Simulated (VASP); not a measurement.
**GdO: single point with r2SCAN+U**

GdO:

```
Gd O
1.0
     2.80181    0.00000    0.00000
     0.00000    2.80181    0.00000
     0.00000    0.00000    2.80181
Gd O
1 1
Direct
  0.00000 0.00000 0.00000
  0.50000 0.50000 0.50000
```

```yaml
Program: VASP 6.6.1
Task: single point
Functional: r2SCAN
Potentials_or_basis: VASP PAW PBE potentials, release 64 (Gd, O)
Cutoff: 520 eV
k_mesh: 9 × 9 × 9
Occupations: fermi-dirac, width 0.05 eV
Spin: collinear spin, ferromagnetic start
Starting_moments: "[7.0, 0.0] μB"
Hubbard_terms: Gd f U = 3.0 eV
```

| Item | Value |
| --- | --- |
| Pressure | 52.0 GPa |
| Net moment | 7.59 μB per cell |
| Site moments | Gd +7.16; O -0.03 μB |
| Valence electrons inside the program's atomic spheres | Gd 15.65; O 5.12 |

Levels at points of the mesh, in eV from the Fermi level:
Spin up:
```tsv
k point	band 14	band 15	band 16	band 17	band 18	band 19
(0.00, 0.00, 0.00)	-4.55	-4.55	-4.02	-4.02	2.91	7.53
```
Spin down:
| k point | band 6 | band 7 | band 8 | band 9 | band 10 | band 11 |
| --- | --- | --- | --- | --- | --- | --- |
| (0.00, 0.00, 0.00) | -4.92 | -4.92 | -4.92 | -1.94 | -1.94 | 2.58 |

Eigenvalues of the final occupation matrices:
```csv
site,spin,trace,eigenvalues
site 1 f,1,6.95,0.99 0.99 0.99 0.99 0.99 0.99 1.00
site 1 f,2,0.06,0.01 0.01 0.01 0.01 0.01 0.01 0.02
```

Run time: 95 s on 1 thread of Intel(R) Xeon(R) 6975P-C (Granite Rapids) (shared host), peak memory 0.18 GiB.

Caveat: the PAW data sets were made with another functional, which shifts forces and pressure a little; spin-orbit coupling is left out, which moves the levels of the heavy elements; a cell with one magnetic atom can't hold antiferromagnetic order, which such compounds often take. The state reached can hang on the start; a lower one may exist.
